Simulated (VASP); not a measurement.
A run of VASP 6.6.1 is set up as follows.

Contents of INCAR:

```
  PREC = Accurate
  ENCUT = 520
  EDIFF = 1E-6
  ISMEAR = -1
  SIGMA = 0.05
  LREAL = F
  LASPH = T
  NELM = 80
  ALGO = Normal
  ISIF = 2
  LWAVE = F
  LCHARG = T
  GGA = PE
  LELF = T
  LVHAR = T
  NBANDS = 14
```

The input KPOINTS:

```
regular mesh
0
Gamma
  16 16 14
```

The input POSCAR:

```
AlNi
1.0
    2.3693204897      0.0000000000      0.0000000000
   -1.1846602449      2.0518917338      0.0000000000
    0.0000000000      0.0000000000      3.4483314444
Ni Al
1 1
Direct
    0.0000000000      0.0000000000      0.0000000000
    0.3333333333      0.6666666667      0.5000000000
```

Potentials or basis: VASP PAW PBE potentials, release 64 (Ni, Al).

Run with:

```console
$ cat potpaw_PBE.64/Ni/POTCAR potpaw_PBE.64/Al/POTCAR > POTCAR
$ mpirun -np 1 vasp_std > vasp.out
```

Task: Estimate the pressure.

Result: 140.6 GPa.

Stress tensor (GPa, compression positive):
```
140.70   0.00   0.00
  0.00 140.70   0.00
  0.00   0.00 140.50
```

Spin polarisation is off, so any magnetic state and its effect on volume and gap are missing.
